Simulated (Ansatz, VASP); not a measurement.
**Sb: VASP beside Ansatz**

File POSCAR:

```
Sb
1.0
    3.1224020000      0.0000000000      0.0000000000
    0.0000000000      4.3475180000      0.0000000000
   -0.0389150000      0.0000000000      4.4058520000
Sb
2
Direct
    0.0113890000      0.2500000000      0.2411660000
    0.9886110000      0.7500000000      0.7588340000
```

File INCAR.step1:

```
PREC = Accurate ; ENCUT = 600
EDIFF = 1E-5 ; ISMEAR = -1
SIGMA = 0.05 ; LREAL = False
LASPH = True ; NELM = 100
ALGO = Normal ; LWAVE = True
LCHARG = False ; GGA = PE
NBANDS = 12
```

Contents of INCAR.step2:

```
PREC = Accurate ; ENCUT = 600
EDIFF = 1E-7 ; ISMEAR = -1
SIGMA = 0.05 ; LREAL = False
LASPH = True ; NELM = 100
ALGO = Normal ; ISIF = 3
LWAVE = False ; LCHARG = False
GGA = B3 ; LHFCALC = True
AEXX = 0.2 ; AGGAX = 0.72
AGGAC = 0.81 ; ALDAC = 0.19
PRECFOCK = Normal ; IBRION = 2
NSW = 60 ; EDIFFG = -0.01
ISTART = 1
```

The input KPOINTS:

```
Automatic mesh
0
Gamma
  5 3 3
```

The input input:

```
crystal:
  lattice:
    - [3.122402, 0.0, 0.0]
    - [0.0, 4.347518, 0.0]
    - [-0.038915, 0.0, 4.405852]
  atoms:
    - { symbol: Sb, position: [0.011389, 0.25, 0.241166] }
    - { symbol: Sb, position: [0.988611, 0.75, 0.758834] }
hamiltonian:
  xc: b3lyp
  pseudopotentials: { kind: paw }
kpoints:
  mp_grid: { grid: [5, 3, 3] }
scf:
  occupations: { method: fermi_dirac, width: 0.05 }
output:
  forces: true
  stress: true
  eigenvalues: true
  write_density: true
  write_potential: true
  elf: true
  volumetric_format: npy
relax:
  f_tol: 0.01
  max_steps: 40
  cell: { stress_tol: 0.05 }
```

Alike in both runs: task relaxation of cell and atoms; functional B3LYP; k mesh 5 × 3 × 3; occupations fermi-dirac, width 0.05 eV; no spin polarisation.

|  | VASP | Ansatz |
| --- | --- | --- |
| version | VASP 6.6.1 | Ansatz 0.2.0 |
| potentials or method | VASP PAW PBE potentials, release 64 (Sb) | Ansatz PAW |
| plane-wave cutoff (eV) | 600 | 420 |
| valence electrons in the cell | 10 | 30 |

```tsv
	VASP	Ansatz	Ansatz less VASP
gap on the k mesh at the Fermi level, each at its own relaxed structure (eV)	none	none	-
relaxed volume (Å³/atom)	32.98	33.40	+0.424
relaxed cell length with the largest relative difference (Å)	4.614	4.648	+0.0335
```

VASP's potentials were made for PBE, not for B3LYP. A gap of «none» marks a metal or a gap that the smearing closes. VASP's potentials hold 10 valence electrons a cell and Ansatz's 30, so a difference there can come from the potentials and not from the codes.

The k mesh is coarse, so the values compare programs but aren't converged. Spin-orbit coupling is off throughout. Noted on Ansatz's run: the plane-wave basis is chosen anew once the cell has moved, so the energies of steps on either side of that aren't comparable.
